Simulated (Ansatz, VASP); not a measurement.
This is a calculation of MnSi for VASP 6.6.1.

The input INCAR:

```
SYSTEM = MnSi
  PREC = Accurate
  ENCUT = 520
  EDIFF = 1E-6
  ISMEAR = -1
  SIGMA = 0.05
  LREAL = .False.
  LASPH = .True.
  NELM = 150
  ALGO = Normal
  ISIF = 2
  LWAVE = .False.
  LCHARG = .False.
  ISPIN = 2
  MAGMOM = 4 0
  LORBIT = 11
  LMAXMIX = 4
  GGA = PE
  NBANDS = 20
```

File KPOINTS:

```
Automatic mesh
0
Gamma
  9 9 9
  0 0 0
```

POSCAR

```
MnSi
1.0
    3.0267442770      0.0000000000      0.0000000000
    0.0000000000      3.0267442770      0.0000000000
    0.0000000000      0.0000000000      3.0267442770
Mn Si
1 1
Direct
    0.5000000000      0.5000000000      0.5000000000
    0.0000000000      0.0000000000      0.0000000000
```

Potentials or basis: VASP PAW PBE potentials, release 64 (Mn_pv, Si).

The run is started by

```sh
$ cat potpaw_PBE.64/Mn_pv/POTCAR potpaw_PBE.64/Si/POTCAR > POTCAR
$ mpirun -np 1 vasp_std > vasp.out
```

Question: Translate it to Ansatz 0.2.0. Potentials there: all-electron LAPW, scalar-relativistic.

Answer: As run (the cutoff follows the program's own potentials):

Contents of input.yaml:

```yaml
crystal:
  lattice:
    - [3.026744277, 0.0, 0.0]
    - [0.0, 3.026744277, 0.0]
    - [0.0, 0.0, 3.026744277]
  atoms:
    - { symbol: Mn, position: [0.5, 0.5, 0.5], spin: 4.0 }
    - { symbol: Si, position: [0.0, 0.0, 0.0] }
kpoints:
  mp_grid: { grid: [9, 9, 9] }
scf:
  occupations: { method: fermi_dirac, width: 0.05 }
hamiltonian:
  xc: pbe
  pseudopotentials: { kind: all_electron, lapw: { basis_error: 0.0005 } }
magnetization:
  spin_polarized: true
output:
  forces: true
  stress: true
  eigenvalues: true
```

Potentials or basis: all-electron LAPW, scalar-relativistic.

Run with:

```console
$ ansatz run input.yaml --threads 2 --pin off --max-ram 6144MiB --backend cpu --events-out ev --progress --plain --runs-dir out
```

Both were run:

|  | VASP | Ansatz | Ansatz less VASP |
| --- | --- | --- | --- |
| gap on the k mesh at the Fermi level (eV) | none | none | - |
| pressure (GPa) | -28.7 | -28.8 | -0.11 |
| net moment per atom (μB) | 0.45 | 0.45 | +0.002 |
| size of the moment on the site where the two differ most (μB) | 1.01 | 1.03 | +0.021 |

Site moments also hang on the region over which each program counts them. A gap of «none» marks a metal or a gap that the smearing closes. Both programs put the cell under strong tension, so it lies far from rest at this level. Ansatz ran all-electron here, and VASP with PAW potentials.
